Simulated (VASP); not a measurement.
# ZnMo2Se4 (P3m1) in VASP: further runs, part 2 of 2

VASP 6.6.1. Earlier steps stand in the parts before.

## Step 3: Single point, PBE

This run uses another cell than the first one, of 24.28 Å³/atom.

The input, INCAR:

```
SYSTEM = ZnMo2Se4
PREC     = Accurate       ! precision mode
ENCUT    = 520            ! plane-wave cutoff, eV
EDIFF    = 1E-6           ! SCF threshold, eV
ISMEAR   = -1             ! smearing method
SIGMA    = 0.05           ! smearing width, eV
LREAL    = .FALSE.        ! projectors in reciprocal space
LASPH    = .TRUE.         ! aspherical terms in the spheres
NELM     = 100            ! most SCF steps
ALGO     = Normal         ! electronic algorithm
ISIF     = 2              ! what is computed and relaxed
LWAVE    = .FALSE.        ! write WAVECAR
LCHARG   = .TRUE.         ! write CHGCAR
GGA      = PE             ! functional
LELF     = .TRUE.         ! ELF
LVHAR    = .TRUE.       
NBANDS   = 41             ! bands
```

The input, KPOINTS:

```
regular mesh
0
G
  9 9 2
  0 0 0
```

The input, POSCAR:

```
ZnMo2Se4
1.0
    3.3133697913      0.0000000000      0.0000000000
   -1.6566848957      2.8694624114      0.0000000000
    0.0000000000      0.0000000000     17.8754050200
Mo Se Zn
2 4 1
Direct
    0.6666666667      0.3333333333      0.2392630000
    0.0000000000      0.0000000000      0.7732790000
    0.0000000000      0.0000000000      0.3332870000
    0.6666666667      0.3333333333      0.6788960000
    0.6666666667      0.3333333333      0.8669470000
    0.0000000000      0.0000000000      0.1453890000
    0.0000000000      0.0000000000      0.5199400000
```

Potentials or basis: VASP PAW PBE potentials, release 64 (Mo_sv, Se, Zn).

Run with:

```console
$ cat potpaw_PBE.64/Mo_sv/POTCAR potpaw_PBE.64/Se/POTCAR potpaw_PBE.64/Zn/POTCAR > POTCAR
$ mpirun -np 1 vasp_std > vasp.out
```

OUTCAR:

```text
SYSTEM = ZnMo2Se4
   PREC = Accurate
   ENCUT = 520
   EDIFF = 1E-6
   ISMEAR = -1
   LREAL = .FALSE.
   LASPH = .TRUE.
   NELM = 100
   ISIF = 2
   GGA = PE

 ion  position               nearest neighbor table
   1  0.667  0.333  0.239-   6 2.54   6 2.54   6 2.54   3 2.55   3 2.55   3 2.55
   2  0.000  0.000  0.773-   5 2.54   5 2.54   5 2.54   4 2.55   4 2.55   4 2.55
   3  0.000  0.000  0.333-   1 2.55   1 2.55   1 2.55
   4  0.667  0.333  0.679-   2 2.55   2 2.55   2 2.55
   5  0.667  0.333  0.867-   2 2.54   2 2.54   2 2.54
   6  0.000  0.000  0.145-   1 2.54   1 2.54   1 2.54
   7  0.000  0.000  0.520-
[... 1263 lines left out ...]
  Total       -0.3419783     -0.3419783     -0.2966469      0.0000000      0.0000000      0.0000000
  in kB       -3.2239093     -3.2239093     -2.7965596      0.0000000      0.0000000      0.0000000
  external PRESSURE =      -3.0814594 kB  Pullay stress =       0.0000000 kB

 VOLUME and BASIS-vectors are now :
 -----------------------------------------------------------------------------
  energy-cutoff  :      520.00
  volume of cell :      169.95
      direct lattice vectors                 reciprocal lattice vectors
     3.313369791  0.000000000  0.000000000     0.301807544  0.174248667  0.000000000
    -1.656684896  2.869462411  0.000000000     0.000000000  0.348497334  0.000000000
     0.000000000  0.000000000 17.875405020     0.000000000  0.000000000  0.055942788

 POSITION                                       TOTAL-FORCE (eV/Angst)
 -----------------------------------------------------------------------------------
      1.65668      0.95649      4.27692         0.000000     -0.000000      0.002882
      0.00000      0.00000     13.82268         0.000000      0.000000      0.009591
      0.00000      0.00000      5.95764         0.000000      0.000000     -0.084385
      1.65668      0.95649     12.13554        -0.000000      0.000000      0.090231
      1.65668      0.95649     15.49703        -0.000000     -0.000000     -0.047642
      0.00000      0.00000      2.59889        -0.000000     -0.000000      0.076509
      0.00000      0.00000      9.29414        -0.000000     -0.000000     -0.047186
 -----------------------------------------------------------------------------------
    total drift:                               -0.000000      0.000000     -0.000392

  FREE ENERGIE OF THE ION-ELECTRON SYSTEM (eV)
  ---------------------------------------------------
  free  energy   TOTEN  =       -40.3648313877 eV

  energy  without entropy=      -40.3611297126  energy(sigma->0) =      -40.36298055
```

OSZICAR:

```text
N       E                     dE             d eps       ncg     rms          rms(c)
DAV:   1     0.610711018726E+03    0.61071E+03   -0.32655E+04  2224   0.153E+03
DAV:   2     0.116321279898E+02   -0.59908E+03   -0.57316E+03  2147   0.402E+02
DAV:   3    -0.406929686815E+02   -0.52325E+02   -0.49809E+02  2478   0.116E+02
DAV:   4    -0.424018223385E+02   -0.17089E+01   -0.16812E+01  2343   0.194E+01
DAV:   5    -0.424382479676E+02   -0.36426E-01   -0.36240E-01  2320   0.280E+00    0.238E+01
DAV:   6    -0.412296640210E+02    0.12086E+01   -0.84073E+00  2245   0.188E+01    0.777E+00
DAV:   7    -0.410246550838E+02    0.20501E+00   -0.55826E+00  2335   0.170E+01    0.680E+00
DAV:   8    -0.403729491215E+02    0.65171E+00   -0.10437E+00  2137   0.713E+00    0.207E+00
DAV:   9    -0.403724406683E+02    0.50845E-03   -0.25639E-01  2353   0.257E+00    0.100E+00
DAV:  10    -0.403647924643E+02    0.76482E-02   -0.27926E-02  2113   0.111E+00    0.256E-01
DAV:  11    -0.403649417309E+02   -0.14927E-03   -0.50618E-03  2465   0.421E-01    0.116E-01
DAV:  12    -0.403647714469E+02    0.17028E-03   -0.81382E-04  2184   0.175E-01    0.623E-02
DAV:  13    -0.403647907633E+02   -0.19316E-04   -0.31449E-04  2363   0.124E-01    0.314E-02
DAV:  14    -0.403648194017E+02   -0.28638E-04   -0.11753E-04  2149   0.743E-02    0.151E-02
DAV:  15    -0.403648261225E+02   -0.67208E-05   -0.17434E-05  1912   0.268E-02    0.108E-02
DAV:  16    -0.403648305505E+02   -0.44280E-05   -0.82029E-06  1954   0.152E-02    0.511E-03
DAV:  17    -0.403648313877E+02   -0.83715E-06   -0.24041E-06  1664   0.843E-03
   1 F= -.40364831E+02 E0= -.40362981E+02  d E =-.370168E-02
```

Wall time 5.9 min (1 thread of Oxide Virtual Turin-like, shared host); peak memory 0.37 GiB.

Results:

```
Free energy            : -40.3648 eV
Pressure               : -0.3 GPa
Largest force          : 0.090 eV/Å
Band gap on the k mesh : 0.23 eV
```

Forces on the atoms (eV/Å):
```
Mo   0.000  0.000  0.003
Mo   0.000  0.000  0.010
Se   0.000  0.000 -0.084
Se   0.000  0.000  0.090
Se   0.000  0.000 -0.048
Se   0.000  0.000  0.077
Zn   0.000  0.000 -0.047
```

A k mesh can miss the band edges.

## Step 4: Single point, PBE

This run uses another cell than the first one, of 24.28 Å³/atom.

The input, INCAR:

```
PREC = Accurate
ENCUT = 520
EDIFF = 1E-7
ISMEAR = -1
SIGMA = 0.05
LREAL = F
LASPH = T
NELM = 80
ALGO = Normal
ISIF = 2
LWAVE = F
LCHARG = T
GGA = PE
LELF = T
LVHAR = T
NBANDS = 41
```

The input, KPOINTS:

```
Automatic mesh
0
Gamma
  9 9 2
```

POSCAR is that of step 3.

Run with:

```console
$ cat potpaw_PBE.64/Mo_sv/POTCAR potpaw_PBE.64/Se/POTCAR potpaw_PBE.64/Zn/POTCAR > POTCAR
$ mpirun -np 1 vasp_std > vasp.out
```

It took 6.5 min on 1 thread of Oxide Virtual Turin-like, shared host; peak memory 0.37 GiB.

Results (log left out):

* Free energy: -40.3648 eV
* Pressure: -0.3 GPa
* Largest force: 0.090 eV/Å
* Band gap on the k mesh: 0.23 eV

Forces on the atoms (eV/Å):
```
Mo   0.000  0.000  0.003
Mo   0.000  0.000  0.010
Se   0.000  0.000 -0.084
Se   0.000  0.000  0.090
Se   0.000  0.000 -0.048
Se   0.000  0.000  0.076
Zn   0.000  0.000 -0.047
```

Levels at points of the mesh, in eV from the valence-band top:
| k point | band 30 | band 31 | band 32 | band 33 | band 34 | band 35 |
| --- | --- | --- | --- | --- | --- | --- |
| (0.00, 0.00, 0.00) | -2.29 | -1.56 | -1.25 | 1.56 | 1.56 | 1.62 |
| (0.00, 0.00, 0.50) | -2.29 | -1.71 | -1.20 | 1.56 | 1.56 | 1.62 |
